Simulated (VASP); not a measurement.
# CaZnBr4 (Cmmm) in VASP: relaxation of shape and atoms at fixed volume with PBE

Aim: the relaxation of shape and atoms at fixed volume of CaZnBr4 with PBE.

Everything below comes from runs of VASP 6.6.1. Logs are shortened: lines on timing, memory, paths and dates and some standing lists are left out, and cuts for length are marked.

**1. The cell of the first run**

It takes space group Cmmm (No. 65, orthorhombic). Conventional cell: a = 9.654 Å, b = 9.685 Å, c = 4.097 Å, α = 90.00°, β = 90.00°, γ = 90.00°. Within 3.8 Å of Ca (site symmetry mmm) lie 6 Br at 2.88 to 3.09 Å. Within 3.5 Å of Zn (site symmetry mmm) lie 6 Br at 2.69 to 2.81 Å. Br (site symmetry 2mm) has 2 Zn at 2.69 Å and 1 Ca at 3.09 Å and 1 Br at 3.48 Å within 3.5 Å. Within 3.7 Å of Br (site symmetry m2m) lie 1 Zn at 2.81 Å and 2 Ca at 2.88 Å.

**2. Relaxation of shape and atoms at fixed volume, PBE (31.92 Å³/atom)**

Contents of INCAR:

```
SYSTEM = CaZnBr4
ALGO     = Normal         ! electronic algorithm
EDIFF    = 1E-7           ! SCF threshold, eV
EDIFFG   = -0.01          ! ionic threshold
ENCUT    = 500            ! plane-wave cutoff, eV
GGA      = PE             ! functional
GGA_COMPAT= .FALSE.      
IBRION   = 2              ! ionic algorithm
ISIF     = 4              ! what is computed and relaxed
ISMEAR   = 0              ! smearing method
LASPH    = .TRUE.         ! aspherical terms in the spheres
LCHARG   = .FALSE.        ! write CHGCAR
LREAL    = .FALSE.        ! projectors in reciprocal space
LWAVE    = .FALSE.        ! write WAVECAR
NELM     = 120            ! most SCF steps
NELMIN   = 4            
NSW      = 50             ! ionic steps
PREC     = Accurate       ! precision mode
SIGMA    = 0.02           ! smearing width, eV
```

Contents of KPOINTS:

```
k-points
0
G
  4 4 8
  0 0 0
```

Contents of POSCAR:

```
CaZnBr4
1.0
    4.8427185556     -4.8272207788      0.0000000000
    4.8427185556      4.8272207788      0.0000000000
    0.0000000000      0.0000000000      4.0966600735
Ca Zn Br
1 1 4
Direct
    0.5000000000      0.5000000000      0.5000000000
    0.0000000000      0.0000000000      0.0000000000
    0.8196428196      0.1803571804      0.5000000000
    0.2902414020      0.2902414020      0.0000000000
    0.7097585980      0.7097585980      0.0000000000
    0.1803571804      0.8196428196      0.5000000000
```

Potentials or basis: VASP PAW PBE potentials, release 64 (Ca_sv, Zn, Br).

Run with:

```sh
> cat potpaw_PBE.64/Ca_sv/POTCAR potpaw_PBE.64/Zn/POTCAR potpaw_PBE.64/Br/POTCAR > POTCAR
> mpirun -np 1 vasp_std > vasp.out
```

OUTCAR:

```text
SYSTEM = CaZnBr4
   EDIFF = 1E-7
   EDIFFG = -0.01
   ENCUT = 500
   GGA = PE
   IBRION = 2
   ISIF = 4
   ISMEAR = 0
   LASPH = .TRUE.
   LREAL = .FALSE.
   NELM = 120
   NELMIN = 4
   NSW = 50
   PREC = Accurate

 ion  position               nearest neighbor table
   1  0.500  0.500  0.500-   4 2.88   5 2.88   4 2.88   5 2.88
   2  0.000  0.000  0.000-   3 2.69   6 2.69   3 2.69   6 2.69   5 2.81   4 2.81
   3  0.820  0.180  0.500-   2 2.69   2 2.69
   4  0.290  0.290  0.000-   2 2.81   1 2.88   1 2.88
   5  0.710  0.710  0.000-   2 2.81   1 2.88   1 2.88
   6  0.180  0.820  0.500-   2 2.69   2 2.69

  LATTYP: Found a base centered orthorhombic cell.
 ALAT       =     9.6544415576
 B/A-ratio  =     1.0032104968
 C/A-ratio  =     0.4243290561

  Lattice vectors:

 A1 = (  -4.8427185556,  -4.8272207788,   0.0000000000)
 A2 = (   4.8427185556,  -4.8272207788,   0.0000000000)
 A3 = (   0.0000000000,   0.0000000000,   4.0966600735)

Analysis of symmetry for initial positions (statically):
=====================================================================
 Subroutine PRICEL returns:
 Original cell was already a primitive cell.

 Routine SETGRP: Setting up the symmetry group for a
 base centered orthorhombic supercell.

 Subroutine GETGRP returns: Found  8 space group operations
 (whereof  8 operations were pure point group operations)
 out of a pool of  8 trial point group operations.

The static configuration has the point symmetry D_2h.

Analysis of symmetry for dynamics (positions and initial velocities):
=====================================================================
 Subroutine PRICEL returns:
 Original cell was already a primitive cell.

 Routine SETGRP: Setting up the symmetry group for a
 base centered orthorhombic supercell.

 Subroutine GETGRP returns: Found  8 space group operations
 (whereof  8 operations were pure point group operations)
 out of a pool of  8 trial point group operations.

The dynamic configuration has the point symmetry D_2h.

 Subroutine INISYM returns: Found  8 space group operations
 (whereof  8 operations are pure point group operations),
 and found     1 'primitive' translations

----------------------------------------------------------------------------------------

                                     Primitive cell

  volume of cell :     191.5342

  direct lattice vectors                    reciprocal lattice vectors
     4.842718556 -4.827220779  0.000000000     0.103247792 -0.103579269  0.000000000
     4.842718556  4.827220779  0.000000000     0.103247792  0.103579269  0.000000000
     0.000000000  0.000000000  4.096660073     0.000000000  0.000000000  0.244101288

  length of vectors
     6.837688459  6.837688459  4.096660073     0.146249006  0.146249006  0.244101288

  position of ions in fractional coordinates (direct lattice)
     0.500000000  0.500000000  0.500000000
     0.000000000  0.000000000  0.000000000
     0.819642820  0.180357180  0.500000000
     0.290241402  0.290241402  0.000000000
     0.709758598  0.709758598  0.000000000
     0.180357180  0.819642820  0.500000000

  ion indices of the primitive-cell ions
   primitive index   ion index
                 1           1
                 2           2
                 3           3
                 4           4
                 5           5
                 6           6

----------------------------------------------------------------------------------------

 KPOINTS: k-points

Automatic generation of k-mesh.
 Grid dimensions read from file:
 generate k-points for:    4    4    8

 Generating k-lattice:

  Cartesian coordinates                     Fractional coordinates (reciprocal lattice)
     0.025811948 -0.025894817  0.000000000     0.250000000  0.000000000  0.000000000
     0.025811948  0.025894817  0.000000000     0.000000000  0.250000000  0.000000000
     0.000000000  0.000000000  0.030512661     0.000000000  0.000000000  0.125000000

  Length of vectors
     0.036562251  0.036562251  0.030512661

  Shift w.r.t. Gamma in fractional coordinates (k-lattice)
     0.000000000  0.000000000  0.000000000

 Subroutine IBZKPT returns following result:
 ===========================================

 Found     35 irreducible k-points:

 Following reciprocal coordinates:
            Coordinates               Weight
  0.000000  0.000000  0.000000      1.000000
  0.250000 -0.000000  0.000000      4.000000
  0.500000 -0.000000  0.000000      2.000000
  0.250000  0.250000  0.000000      2.000000
  0.500000  0.250000  0.000000      4.000000
 -0.250000  0.250000  0.000000      2.000000
[... 16 lines left out ...]
  0.250000 -0.000000  0.375000      8.000000
  0.500000 -0.000000  0.375000      4.000000
 [... further k-points ...]
   k-points           NKPTS =     35   k-points in BZ     NKDIM =     35   number of bands    NBANDS=     30
   number of dos      NEDOS =    301   number of ions     NIONS =      6
   total plane-waves  NPLWV =  75000
   dimension x,y,z NGX =    50 NGY =   50 NGZ =   30
   dimension x,y,z NGXF=   100 NGYF=  100 NGZF=   60
   ions per type =               1   1   4
   NGX,Y,Z   is equivalent  to a cutoff of  12.16, 12.16, 12.17 a.u.
   NGXF,Y,Z  is equivalent  to a cutoff of  24.31, 24.31, 24.35 a.u.
 SYSTEM =  CaZnBr4
   PREC   = accura    normal or accurate (medium, high low for compatibility)
   ISTART =      0    job   : 0-new  1-cont  2-samecut
   ICHARG =      2    charge: 1-file 2-atom 10-const
   ISPIN  =      1    spin polarized calculation?
   LNONCOLLINEAR =      F non collinear calculations
   LSORBIT =      F    spin-orbit coupling
   LASPH  =      T    aspherical Exc in radial PAW
   ENCUT  =  500.0 eV  36.75 Ry    6.06 a.u.  12.47 12.47  7.47*2*pi/ulx,y,z
   NELM   =    120;   NELMIN=  4; NELMDL= -5     # of ELM steps
   EDIFF  = 0.1E-06   stopping-criterion for ELM
   LREAL  =      F    real-space projection
   EDIFFG = -.1E-01   stopping-criterion for IOM
   NSW    =     50    number of steps for IOM
   IBRION =      2    ionic relax: 0-MD 1-quasi-New 2-CG
   NFREE  =      1    steps in history (QN), initial steepest desc. (CG)
   ISIF   =      4    stress and relaxation
   ISYM   =      2    0-nonsym 1-usesym 2-fastsym
   POTIM  = 0.5000    time-step for ionic-motion
   TEBEG  =    0.0;   TEEND  =   0.0 temperature during run
   PSTRESS=    0.0 pullay stress
   NELECT =      50.0000    total number of electrons
   NUPDOWN=      -1.0000    fix difference up-down
   EMIN   =  10.00;   EMAX   =-10.00  energy-range for DOS
   EFERMI =   0.00;   METHOD = LEGACY
   ISMEAR =     0;   SIGMA  =   0.02  broadening in eV -4-tet -1-fermi 0-gaus
   EFERMI_NEDOS =   21; number of points for ismear=-14 and -15
   IALGO  =     38    algorithm
   IMIX   =      4    mixing-type and parameters
     AMIX     =   0.40;   BMIX     =  1.00
     AMIX_MAG =   1.60;   BMIX_MAG =  1.00
  volume/ion in A,a.u.               =      31.92       215.42
  Fermi-wavevector in a.u.,A,eV,Ry     =   1.046284  1.977189 14.894424  1.094709
  Thomas-Fermi vector in A             =   2.181115
   LORBIT       =      0    0 simple, 1 ext, 2 COOP (PROOUT), +10 PAW based schemes
   GGA     = PE    functional components
   LHFCALC =     F    Hartree Fock is set to
   AEXX    =    0.0000 exact exchange contribution
   IVDW    =     0    specifies the selected vdW correction
   LEPSILON=     F    determine dielectric tensor
   LRPA    =     F    only Hartree local field effects (RPA)
 conjugate gradient relaxation of ions
 non-spin polarized calculation
 Gauss-broadening in eV      SIGMA  =   0.02
  energy-cutoff  :      500.00
  volume of cell :      191.53
 maximum number of plane-waves:      4895
 NGX is ok and might be reduce to    50
   NGX = 25   NGY = 25   NGZ = 15

--------------------------------------- Ionic step        1  -------------------------------------------

 number of electron      49.9999993 magnetization

 Free energy of the ion-electron system (eV)
  ---------------------------------------------------
  ext. energy  EPLUGINS =         0.00000000
  ---------------------------------------------------
  free energy    TOTEN  =       -17.73569938 eV

  energy without entropy =      -17.73569938  energy(sigma->0) =      -17.73569938

------------------------ aborting loop because EDIFF is reached ----------------------------------------

  FORCE on cell =-STRESS in cart. coord.  units (eV):
  Direction    XX          YY          ZZ          XY          YZ          ZX
  --------------------------------------------------------------------------------------
  -------------------------------------------------------------------------------------
  Total       -1.7108262     -1.5669739     -1.8574352      0.0000000      0.0000000      0.0000000
  in kB      -14.3110056    -13.1076858    -15.5373852      0.0000000      0.0000000      0.0000000
  external PRESSURE =     -14.3186922 kB  Pullay stress =       0.0000000 kB
[... 265 lines left out ...]
  energy  without entropy=      -17.7398037774  energy(sigma->0) =      -17.73980378

--------------------------------------- Ionic step        8  -------------------------------------------

 number of electron      49.9999982 magnetization

 Free energy of the ion-electron system (eV)
  ---------------------------------------------------
  ext. energy  EPLUGINS =         0.00000000
  ---------------------------------------------------
  free energy    TOTEN  =       -17.73994446 eV

  energy without entropy =      -17.73994446  energy(sigma->0) =      -17.73994446

 E-fermi :  -0.3640     XC(G=0):  -7.9639

 val. band max:       -0.5744111886   @ k =   0.0000   0.0000   0.0000
 cond. band min:       1.4988796977   @ k =   0.0000   0.0000   0.0000
 fundamental gap:      2.0732908863
 Fermi energy:        -0.3640289282

 k-point     1 :       0.0000    0.0000    0.0000
  band No.  band energies     occupation
      1     -40.0820      2.00000
      2     -21.1181      2.00000
      3     -21.0783      2.00000
      4     -21.0749      2.00000
      5     -14.2761      2.00000
      6     -13.8098      2.00000
[... 781 lines left out ...]
     29       4.8625      0.00000
     30       5.7222      0.00000

 [... further k-points ...]

------------------------ aborting loop because EDIFF is reached ----------------------------------------

  FORCE on cell =-STRESS in cart. coord.  units (eV):
  Direction    XX          YY          ZZ          XY          YZ          ZX
  --------------------------------------------------------------------------------------
  -------------------------------------------------------------------------------------
  Total       -1.3553545     -1.3527058     -1.3608925      0.0000000      0.0000000      0.0000000
  in kB      -11.3374961    -11.3153406    -11.3838217      0.0000000      0.0000000      0.0000000
  external PRESSURE =     -11.3455528 kB  Pullay stress =       0.0000000 kB
[... 21 lines left out ...]
  FREE ENERGIE OF THE ION-ELECTRON SYSTEM (eV)
  ---------------------------------------------------
  free  energy   TOTEN  =       -17.7399444578 eV

  energy  without entropy=      -17.7399444578  energy(sigma->0) =      -17.73994446

 reached required accuracy - stopping structural energy minimisation
```

Wall time 23 min (1 thread of Oxide Virtual Turin-like, shared host); peak memory 0.36 GiB.

What came out:

| Item | Value |
| --- | --- |
| Free energy | -17.7399 eV |
| Energy gained by relaxing | 0.7 meV/atom |
| Ionic steps | 8 |
| Pressure after relaxing | -1.1 GPa |
| Largest force after relaxing | 0.005 eV/Å |
| Band gap on the k mesh | 2.07 eV |

Forces in eV/Å, atoms in the order of the input:
```
Ca   0.000  0.000  0.000
Zn   0.000  0.000  0.000
Br   0.000  0.005  0.000
Br   0.001  0.000  0.000
Br  -0.001  0.000  0.000
Br   0.000 -0.005  0.000
```

Step by step:
```
step  energy change (eV)  largest force (eV/Å)  pressure (GPa)  volume (Å³)
   1              0.0000                0.0816           -1.43       191.53
   2             -0.0011                0.0668           -1.39       191.53
   3             -0.0032                0.0276           -1.27       191.53
   4             -0.0012                0.0674           -0.98       191.53
   5             -0.0035                0.0174           -1.20       191.53
   6             -0.0039                0.0157           -1.17       191.53
   7             -0.0041                0.0250           -1.14       191.53
   8             -0.0042                0.0051           -1.13       191.53
```

Final structure:
```
Ca Zn Br
1.0
     4.87178   -4.84766    0.00000
     4.87178    4.84766    0.00000
     0.00000    0.00000    4.05506
Ca Zn Br
1 1 4
Direct
  0.50000 0.50000 0.50000
  0.00000 0.00000 0.00000
  0.82209 0.17791 0.50000
  0.29257 0.29257 0.00000
  0.70743 0.70743 0.00000
  0.17791 0.82209 0.50000
```

Levels at points of the mesh, in eV from the valence-band top:
```
           k point  band 23  band 24  band 25  band 26  band 27  band 28
(0.00, 0.00, 0.00)    -0.30    -0.29     0.00     2.07     4.61     5.38
(0.50, 0.00, 0.00)    -0.48    -0.40    -0.26     2.98     4.32     5.19
(0.50, 0.50, 0.00)    -0.67    -0.56    -0.52     2.60     4.74     5.67
(0.00, 0.00, 0.50)    -0.80    -0.70    -0.68     3.49     5.09     5.23
(0.50, 0.00, 0.50)    -0.64    -0.63    -0.55     3.23     5.07     5.30
(0.50, 0.50, 0.50)    -0.60    -0.51    -0.42     2.97     4.82     5.14
```

A k mesh can miss the band edges.
